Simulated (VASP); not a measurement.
# PtSe2 (P-3m1) in VASP: a series of runs, part 2 of 2

VASP 6.6.1.

## Step 5: Single point, PBE

This run uses another cell than the first one, of 24.86 Å³/atom, 0.969 times its volume.

File INCAR:

```
PREC     = Accurate       # precision mode
ENCUT    = 520            # plane-wave cutoff, eV
EDIFF    = 1E-7           # SCF threshold, eV
ISMEAR   = 0              # smearing method
SIGMA    = 0.02           # smearing width, eV
LREAL    = False          # projectors in reciprocal space
LASPH    = True           # aspherical terms in the spheres
NELM     = 100            # most SCF steps
ALGO     = Normal         # electronic algorithm
ISIF     = 2              # what is computed and relaxed
LWAVE    = False          # write WAVECAR
LCHARG   = False          # write CHGCAR
GGA      = PE             # functional
NBANDS   = 18             # bands
```

File KPOINTS:

```
regular mesh
0
Gamma
  12 12 4
```

File POSCAR:

```
PtSe2
1.0
    3.6765282961      0.0000000000      0.0000000000
   -1.8382641480      3.1839669021      0.0000000000
    0.0000000000      0.0000000000      6.3713059537
Pt Se
1 2
Direct
    0.0000000000      0.0000000000      0.0000000000
    0.6666666667      0.3333333333      0.7884682947
    0.3333333333      0.6666666667      0.2115317053
```

Potentials or basis: VASP PAW PBE potentials, release 64 (Pt, Se).

Command:

```bash
cat potpaw_PBE.64/Pt/POTCAR potpaw_PBE.64/Se/POTCAR > POTCAR
mpirun -np 1 vasp_std > vasp.out
```

OUTCAR:

```text
PREC = Accurate
   ENCUT = 520
   EDIFF = 1E-7
   ISMEAR = 0
   LREAL = False
   LASPH = True
   NELM = 100
   ISIF = 2
   GGA = PE

 ion  position               nearest neighbor table
   1  0.000  0.000  0.000-   2 2.51   3 2.51   3 2.51   2 2.51   2 2.51   3 2.51
   2  0.667  0.333  0.788-   1 2.51   1 2.51   1 2.51
   3  0.333  0.667  0.212-   1 2.51   1 2.51   1 2.51

  LATTYP: Found a hexagonal cell.
 ALAT       =     3.6765282961
 C/A-ratio  =     1.7329680178

  Lattice vectors:

 A1 = (   3.6765282961,   0.0000000000,   0.0000000000)
 A2 = (  -1.8382641480,   3.1839669021,   0.0000000000)
 A3 = (   0.0000000000,   0.0000000000,   6.3713059537)

Analysis of symmetry for initial positions (statically):
=====================================================================
 Subroutine PRICEL returns:
 Original cell was already a primitive cell.

 Routine SETGRP: Setting up the symmetry group for a
 hexagonal supercell.

 Subroutine GETGRP returns: Found 12 space group operations
 (whereof 12 operations were pure point group operations)
 out of a pool of 24 trial point group operations.

The static configuration has the point symmetry D_3d.

Analysis of symmetry for dynamics (positions and initial velocities):
=====================================================================
 Subroutine PRICEL returns:
 Original cell was already a primitive cell.

 Routine SETGRP: Setting up the symmetry group for a
 hexagonal supercell.

 Subroutine GETGRP returns: Found 12 space group operations
 (whereof 12 operations were pure point group operations)
 out of a pool of 24 trial point group operations.

The dynamic configuration has the point symmetry D_3d.

 Subroutine INISYM returns: Found 12 space group operations
 (whereof 12 operations are pure point group operations),
 and found     1 'primitive' translations

[... 107 lines left out ...]
   NELECT =      22.0000    total number of electrons
   NUPDOWN=      -1.0000    fix difference up-down
   EMIN   =  10.00;   EMAX   =-10.00  energy-range for DOS
   EFERMI =   0.00;   METHOD = LEGACY
   ISMEAR =     0;   SIGMA  =   0.02  broadening in eV -4-tet -1-fermi 0-gaus
   EFERMI_NEDOS =   21; number of points for ismear=-14 and -15
   IALGO  =     38    algorithm
   IMIX   =      4    mixing-type and parameters
     AMIX     =   0.40;   BMIX     =  1.00
     AMIX_MAG =   1.60;   BMIX_MAG =  1.00
  volume/ion in A,a.u.               =      24.86       167.77
  Fermi-wavevector in a.u.,A,eV,Ry     =   1.089776  2.059379 16.158452  1.187613
  Thomas-Fermi vector in A             =   2.225987
   LORBIT       =      0    0 simple, 1 ext, 2 COOP (PROOUT), +10 PAW based schemes
   GGA     = PE    functional components
   LHFCALC =     F    Hartree Fock is set to
   AEXX    =    0.0000 exact exchange contribution
   IVDW    =     0    specifies the selected vdW correction
   LEPSILON=     F    determine dielectric tensor
   LRPA    =     F    only Hartree local field effects (RPA)
 non-spin polarized calculation
 Gauss-broadening in eV      SIGMA  =   0.02
  energy-cutoff  :      520.00
  volume of cell :       74.58
 maximum number of plane-waves:      2036
   NGX = 13   NGY = 13   NGZ = 23

 number of electron      22.0000004 magnetization

 Free energy of the ion-electron system (eV)
  ---------------------------------------------------
  ext. energy  EPLUGINS =         0.00000000
  ---------------------------------------------------
  free energy    TOTEN  =       -14.27273390 eV

  energy without entropy =      -14.27273390  energy(sigma->0) =      -14.27273390

 E-fermi :   3.6956     XC(G=0):  -9.3403

 val. band max:        3.5996977394   @ k =   0.0833   0.0833   0.0000
 cond. band min:       4.5041342997   @ k =   0.0000   0.2500   0.2500
 fundamental gap:      0.9044365603
 Fermi energy:         3.6956175050

 k-point     1 :       0.0000    0.0000    0.0000
  band No.  band energies     occupation
      1     -10.7070      2.00000
      2      -8.8920      2.00000
      3      -2.0770      2.00000
      4      -1.6609      2.00000
      5      -1.6609      2.00000
      6       0.5065      2.00000
[... 481 lines left out ...]
      5      -1.4694      2.00000
      6      -0.0053      2.00000
[... 10 lines left out ...]
     17      12.2007      0.00000
     18      13.0726      0.00000

 [... further k-points ...]
[... 5 lines left out ...]
  --------------------------------------------------------------------------------------
  -------------------------------------------------------------------------------------
  Total        1.4637894      1.4637894      0.0961557      0.0000000     -0.0000000      0.0000000
  in kB       31.4451926     31.4451926      2.0656223      0.0000000     -0.0000000      0.0000000
  external PRESSURE =      21.6520025 kB  Pullay stress =       0.0000000 kB

 VOLUME and BASIS-vectors are now :
 -----------------------------------------------------------------------------
  energy-cutoff  :      520.00
  volume of cell :       74.58
      direct lattice vectors                 reciprocal lattice vectors
     3.676528296  0.000000000  0.000000000     0.271995731  0.157036808  0.000000000
    -1.838264148  3.183966902  0.000000000     0.000000000  0.314073617  0.000000000
     0.000000000  0.000000000  6.371305954     0.000000000  0.000000000  0.156953693

 POSITION                                       TOTAL-FORCE (eV/Angst)
 -----------------------------------------------------------------------------------
      0.00000      0.00000      0.00000         0.000000      0.000000      0.000000
      1.83826      1.06132      5.02357         0.000000     -0.000000     -0.005771
     -0.00000      2.12264      1.34773        -0.000000      0.000000      0.005771
 -----------------------------------------------------------------------------------
    total drift:                                0.000000      0.000000      0.000000

  FREE ENERGIE OF THE ION-ELECTRON SYSTEM (eV)
  ---------------------------------------------------
  free  energy   TOTEN  =       -14.2727339048 eV

  energy  without entropy=      -14.2727339048  energy(sigma->0) =      -14.27273390
```

Wall time 68 s (1 thread of Intel Xeon Platinum 8488C (Sapphire Rapids), shared host); peak memory 0.24 GiB.

Results:

| Quantity | Value |
| --- | --- |
| Free energy | -14.2727 eV |
| Pressure | 2.2 GPa |
| Largest force | 0.006 eV/Å |
| Band gap on the k mesh | 0.90 eV, indirect (least direct gap 1.07 eV) |

Forces in eV/Å, atoms in the order of the input:
```
Pt   0.000  0.000  0.000
Se   0.000  0.000 -0.006
Se   0.000  0.000  0.006
```

Caveat: spin-orbit coupling is left out, which moves the levels of the heavy elements; this functional lacks dispersion, which binds the layers, so the pressure and a relaxed spacing across them are unreliable. A k mesh can miss the band edges.

## Step 6: Summary

| cell | k mesh | gap on the mesh (eV) | pressure (GPa) | largest force (eV/Å) |
| --- | --- | --- | --- | --- |
| a = 3.754, b = 3.754, c = 6.305 Å, angles 90.0, 90.0, 120.0°, 3 atoms | 12 × 12 × 6 | 0.71 | 0.0 | - |
| a = 3.639, b = 3.639, c = 6.306 Å, angles 90.0, 90.0, 120.0°, 3 atoms | 12 × 12 × 4 | 0.90 | 3.4 | 0.01 |
| a = 3.677, b = 3.677, c = 6.371 Å, angles 90.0, 90.0, 120.0°, 3 atoms | 12 × 12 × 4 | 0.90 | 2.2 | 0.01 |

Alike in all rows: task single point; level PBE; potentials or basis VASP PAW PBE potentials, release 64 (Pt, Se); no spin polarisation; cutoff (eV) 520; smearing gaussian 0.02 eV.

Caveats: spin-orbit coupling is left out, which moves the levels of the heavy elements; this functional lacks dispersion, which binds the layers, so the pressure and a relaxed spacing across them are unreliable.

Absolute energies hang on the potentials; compare differences alone.
